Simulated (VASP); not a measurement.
# TiO2 (P4_2/mnm) in VASP: further runs, part 2 of 4

VASP 6.6.1. The steps go on from the part before.

## 3. Single point, PBE

This run uses another cell than the first one, of 9.83 Å³/atom.

File INCAR:

```
SYSTEM = TiO2
ALGO = Normal
EDIFF = 1E-7
ENCUT = 520
GGA = PE
ISIF = 2
ISMEAR = 0
LASPH = .True.
LCHARG = .True.
LELF = .True.
LREAL = .False.
LVHAR = .True.
LWAVE = .False.
NBANDS = 33
NELM = 100
PREC = Accurate
SIGMA = 0.02
```

File KPOINTS:

```
k-points
0
Gamma
  6 6 10
  0 0 0
```

File POSCAR:

```
TiO2
1.0
    4.4959519448      0.0000000000      0.0000000000
    0.0000000000      4.4959519448      0.0000000000
    0.0000000000      0.0000000000      2.9174390561
Ti O
2 4
Direct
    0.5000000000      0.5000000000      0.0000000000
    0.0000000000      0.0000000000      0.5000000000
    0.6972973892      0.6972973892      0.5000000000
    0.8027026108      0.1972973892      0.0000000000
    0.1972973892      0.8027026108      0.0000000000
    0.3027026108      0.3027026108      0.5000000000
```

Potentials or basis: VASP PAW PBE potentials, release 64 (Ti_sv, O).

On the command line:

```sh
> cat potpaw_PBE.64/Ti_sv/POTCAR potpaw_PBE.64/O/POTCAR > POTCAR
> mpirun -np 1 vasp_std > vasp.out
```

OUTCAR:

```text
SYSTEM = TiO2
   EDIFF = 1E-7
   ENCUT = 520
   GGA = PE
   ISIF = 2
   ISMEAR = 0
   LASPH = .True.
   LREAL = .False.
   NELM = 100
   PREC = Accurate

 ion  position               nearest neighbor table
   1  0.500  0.500  0.000-   3 1.92   6 1.92   3 1.92   6 1.92   5 1.92   4 1.92
   2  0.000  0.000  0.500-   4 1.92   5 1.92   4 1.92   5 1.92   3 1.92   6 1.92
   3  0.697  0.697  0.500-   1 1.92   1 1.92   2 1.92
   4  0.803  0.197  0.000-   2 1.92   2 1.92   1 1.92
   5  0.197  0.803  0.000-   2 1.92   2 1.92   1 1.92
   6  0.303  0.303  0.500-   1 1.92   1 1.92   2 1.92

  LATTYP: Found a simple tetragonal cell.
 ALAT       =     4.4959519448
 C/A-ratio  =     0.6489035230

  Lattice vectors:

 A1 = (   4.4959519448,   0.0000000000,   0.0000000000)
 A2 = (   0.0000000000,   4.4959519448,   0.0000000000)
 A3 = (   0.0000000000,   0.0000000000,   2.9174390561)

Analysis of symmetry for initial positions (statically):
=====================================================================
 Subroutine PRICEL returns:
 Original cell was already a primitive cell.

 Routine SETGRP: Setting up the symmetry group for a
 simple tetragonal supercell.

 Subroutine GETGRP returns: Found 16 space group operations
 (whereof  8 operations were pure point group operations)
 out of a pool of 16 trial point group operations.

The static configuration has the point symmetry D_2h.
 The point group associated with its full space group is D_4h.

Analysis of symmetry for dynamics (positions and initial velocities):
=====================================================================
 Subroutine PRICEL returns:
 Original cell was already a primitive cell.

 Routine SETGRP: Setting up the symmetry group for a
 simple tetragonal supercell.

 Subroutine GETGRP returns: Found 16 space group operations
 (whereof  8 operations were pure point group operations)
 out of a pool of 16 trial point group operations.

The dynamic configuration has the point symmetry D_2h.
 The point group associated with its full space group is D_4h.

 Subroutine INISYM returns: Found 16 space group operations
 (whereof  8 operations are pure point group operations),
 and found     1 'primitive' translations

----------------------------------------------------------------------------------------

                                     Primitive cell

  volume of cell :      58.9719

  direct lattice vectors                    reciprocal lattice vectors
     4.495951945  0.000000000  0.000000000     0.222422306  0.000000000  0.000000000
     0.000000000  4.495951945  0.000000000     0.000000000  0.222422306  0.000000000
     0.000000000  0.000000000  2.917439056     0.000000000  0.000000000  0.342766372

  length of vectors
     4.495951945  4.495951945  2.917439056     0.222422306  0.222422306  0.342766372

  position of ions in fractional coordinates (direct lattice)
     0.500000000  0.500000000  0.000000000
     0.000000000  0.000000000  0.500000000
     0.697297389  0.697297389  0.500000000
[... 35 lines left out ...]
 ===========================================

 Found     60 irreducible k-points:

 Following reciprocal coordinates:
            Coordinates               Weight
  0.000000  0.000000  0.000000      1.000000
  0.166667  0.000000  0.000000      4.000000
  0.333333  0.000000  0.000000      4.000000
  0.500000  0.000000  0.000000      2.000000
  0.166667  0.166667  0.000000      4.000000
  0.333333  0.166667  0.000000      8.000000
[... 16 lines left out ...]
  0.333333  0.000000  0.200000      8.000000
  0.500000  0.000000  0.200000      4.000000
 [... further k-points ...]
   k-points           NKPTS =     60   k-points in BZ     NKDIM =     60   number of bands    NBANDS=     33
   number of dos      NEDOS =    301   number of ions     NIONS =      6
   total plane-waves  NPLWV =  31104
   dimension x,y,z NGX =    36 NGY =   36 NGZ =   24
   dimension x,y,z NGXF=    72 NGYF=   72 NGZF=   48
   ions per type =               2   4
   NGX,Y,Z   is equivalent  to a cutoff of  13.31, 13.31, 13.68 a.u.
   NGXF,Y,Z  is equivalent  to a cutoff of  26.62, 26.62, 27.35 a.u.
 SYSTEM =  TiO2
   PREC   = accura    normal or accurate (medium, high low for compatibility)
   ISTART =      0    job   : 0-new  1-cont  2-samecut
   ICHARG =      2    charge: 1-file 2-atom 10-const
   ISPIN  =      1    spin polarized calculation?
   LNONCOLLINEAR =      F non collinear calculations
   LSORBIT =      F    spin-orbit coupling
   LASPH  =      T    aspherical Exc in radial PAW
   ENCUT  =  520.0 eV  38.22 Ry    6.18 a.u.   8.36  8.36  5.42*2*pi/ulx,y,z
   NELM   =    100;   NELMIN=  2; NELMDL= -5     # of ELM steps
   EDIFF  = 0.1E-06   stopping-criterion for ELM
   LREAL  =      F    real-space projection
   EDIFFG = 0.1E-05   stopping-criterion for IOM
   NSW    =      0    number of steps for IOM
   IBRION =     -1    ionic relax: 0-MD 1-quasi-New 2-CG
   NFREE  =      0    steps in history (QN), initial steepest desc. (CG)
   ISIF   =      2    stress and relaxation
   ISYM   =      2    0-nonsym 1-usesym 2-fastsym
   POTIM  = 0.5000    time-step for ionic-motion
   TEBEG  =    0.0;   TEEND  =   0.0 temperature during run
   PSTRESS=    0.0 pullay stress
   NELECT =      48.0000    total number of electrons
   NUPDOWN=      -1.0000    fix difference up-down
   EMIN   =  10.00;   EMAX   =-10.00  energy-range for DOS
   EFERMI =   0.00;   METHOD = LEGACY
   ISMEAR =     0;   SIGMA  =   0.02  broadening in eV -4-tet -1-fermi 0-gaus
   EFERMI_NEDOS =   21; number of points for ismear=-14 and -15
   IALGO  =     38    algorithm
   IMIX   =      4    mixing-type and parameters
     AMIX     =   0.40;   BMIX     =  1.00
     AMIX_MAG =   1.60;   BMIX_MAG =  1.00
  volume/ion in A,a.u.               =       9.83        66.33
  Fermi-wavevector in a.u.,A,eV,Ry     =   1.528528  2.888500 31.788643  2.336399
  Thomas-Fermi vector in A             =   2.636275
   LORBIT       =      0    0 simple, 1 ext, 2 COOP (PROOUT), +10 PAW based schemes
   GGA     = PE    functional components
   LHFCALC =     F    Hartree Fock is set to
   AEXX    =    0.0000 exact exchange contribution
   IVDW    =     0    specifies the selected vdW correction
   LEPSILON=     F    determine dielectric tensor
   LRPA    =     F    only Hartree local field effects (RPA)
 non-spin polarized calculation
 Gauss-broadening in eV      SIGMA  =   0.02
  energy-cutoff  :      520.00
  volume of cell :       58.97
 maximum number of plane-waves:      1620
 NGX is ok and might be reduce to    36
   NGX = 17   NGY = 17   NGZ = 11

 number of electron      47.9999986 magnetization

 Free energy of the ion-electron system (eV)
  ---------------------------------------------------
  ext. energy  EPLUGINS =         0.00000000
  ---------------------------------------------------
  free energy    TOTEN  =       -53.36413435 eV

  energy without entropy =      -53.36413435  energy(sigma->0) =      -53.36413435

 E-fermi :   5.7484     XC(G=0): -11.7267

 val. band max:        5.5176891182   @ k =   0.0000   0.0000   0.0000
 cond. band min:       7.4293546266   @ k =   0.0000   0.0000   0.0000
 fundamental gap:      1.9116655084
 Fermi energy:         5.7484149835

 k-point     1 :       0.0000    0.0000    0.0000
  band No.  band energies     occupation
      1     -51.2823      2.00000
      2     -51.2585      2.00000
      3     -27.6518      2.00000
      4     -27.6518      2.00000
      5     -27.4435      2.00000
      6     -27.4435      2.00000
[... 853 lines left out ...]
     32      11.1924      0.00000
     33      12.4788      0.00000

 [... further k-points ...]

------------------------ aborting loop because EDIFF is reached ----------------------------------------

  FORCE on cell =-STRESS in cart. coord.  units (eV):
  Direction    XX          YY          ZZ          XY          YZ          ZX
  --------------------------------------------------------------------------------------
  -------------------------------------------------------------------------------------
  Total        7.6338425      7.6338425      7.7307055      0.0000000      0.0000000      0.0000000
  in kB      207.3999583    207.3999583    210.0315782      0.0000000      0.0000000      0.0000000
  external PRESSURE =     208.2771649 kB  Pullay stress =       0.0000000 kB

 VOLUME and BASIS-vectors are now :
 -----------------------------------------------------------------------------
  energy-cutoff  :      520.00
  volume of cell :       58.97
      direct lattice vectors                 reciprocal lattice vectors
     4.495951945  0.000000000  0.000000000     0.222422306  0.000000000  0.000000000
     0.000000000  4.495951945  0.000000000     0.000000000  0.222422306  0.000000000
     0.000000000  0.000000000  2.917439056     0.000000000  0.000000000  0.342766372

 POSITION                                       TOTAL-FORCE (eV/Angst)
 -----------------------------------------------------------------------------------
      2.24798      2.24798      0.00000         0.000000      0.000000     -0.000000
      0.00000      0.00000      1.45872         0.000000      0.000000     -0.000000
      3.13502      3.13502      1.45872         0.019762      0.019762     -0.000000
      3.60891      0.88704      0.00000        -0.019762      0.019762     -0.000000
      0.88704      3.60891      0.00000         0.019762     -0.019762      0.000000
      1.36094      1.36094      1.45872        -0.019762     -0.019762      0.000000
 -----------------------------------------------------------------------------------
    total drift:                               -0.000000      0.000000      0.000000

  FREE ENERGIE OF THE ION-ELECTRON SYSTEM (eV)
  ---------------------------------------------------
  free  energy   TOTEN  =       -53.3641343461 eV

  energy  without entropy=      -53.3641343461  energy(sigma->0) =      -53.36413435
```

Wall time 3 min (1 thread of Intel Xeon 8259CL, shared host); peak memory 0.23 GiB.

What came out:

| Property | Result |
| --- | --- |
| Free energy | -53.3641 eV |
| Pressure | 20.8 GPa |
| Largest force | 0.028 eV/Å |
| Band gap on the k mesh | 1.91 eV |

Forces in eV/Å, atoms in the order of the input:
```
Ti   0.000  0.000  0.000
Ti   0.000  0.000  0.000
O    0.020  0.020  0.000
O   -0.020  0.020  0.000
O    0.020 -0.020  0.000
O   -0.020 -0.020  0.000
```

Stress tensor (GPa, compression positive):
```
20.74  0.00  0.00
 0.00 20.74  0.00
 0.00  0.00 21.00
```

Caveat: the cell stands under pressure. A k mesh can miss the band edges.

## 4. Single point, PBE

This run uses another cell than the first one, of 9.83 Å³/atom.

File INCAR:

```
  PREC = Accurate
  ENCUT = 520
  EDIFF = 1E-7
  ISMEAR = 0
  SIGMA = 0.02
  LREAL = F
  LASPH = T
  NELM = 100
  ALGO = Normal
  ISIF = 2
  LWAVE = F
  LCHARG = T
  GGA = PE
  LELF = T
  LVHAR = T
  NBANDS = 33
```

File KPOINTS:

```
regular mesh
0
Gamma
  6 6 10
```

POSCAR is that of step 3.

On the command line:

```sh
> cat potpaw_PBE.64/Ti_sv/POTCAR potpaw_PBE.64/O/POTCAR > POTCAR
> mpirun -np 1 vasp_std > vasp.out
```

It took 3 min on 1 thread of Intel Xeon 8259CL, shared host; peak memory 0.23 GiB.

Results (log left out):

* Free energy: -53.3641 eV
* Pressure: 20.8 GPa
* Largest force: 0.028 eV/Å
* Band gap on the k mesh: 1.91 eV

Forces in eV/Å, atoms in the order of the input:
```
Ti   0.000  0.000  0.000
Ti   0.000  0.000  0.000
O    0.020  0.020  0.000
O   -0.020  0.020  0.000
O    0.020 -0.020  0.000
O   -0.020 -0.020  0.000
```

Stress tensor (GPa, compression positive):
```
20.74  0.00  0.00
 0.00 20.74  0.00
 0.00  0.00 21.00
```

Levels at points of the mesh, in eV from the valence-band top:
```
           k point  band 20  band 21  band 22  band 23  band 24  band 25  band 26  band 27  band 28  band 29
(0.00, 0.00, 0.00)    -2.14    -0.76    -0.50    -0.50     0.00     1.91     2.21     2.46     2.60     2.60
(0.50, 0.00, 0.00)    -3.26    -1.81    -1.81    -0.81    -0.81     2.64     2.64     3.23     3.23     3.75
(0.50, 0.50, 0.00)    -2.39    -1.41    -1.41    -1.14    -1.14     1.95     1.95     2.62     2.62     4.05
(0.00, 0.00, 0.50)    -2.86    -2.68    -2.68    -1.48    -1.48     3.19     3.19     3.33     3.33     3.87
(0.50, 0.00, 0.50)    -2.48    -2.17    -2.17    -1.15    -1.15     1.97     1.97     3.36     3.36     4.15
(0.50, 0.50, 0.50)    -2.83    -1.47    -1.47    -0.68    -0.68     2.75     2.75     3.35     3.35     3.38
```

Caveat: the cell stands under pressure. A k mesh can miss the band edges.

[end of part 2 of 4]
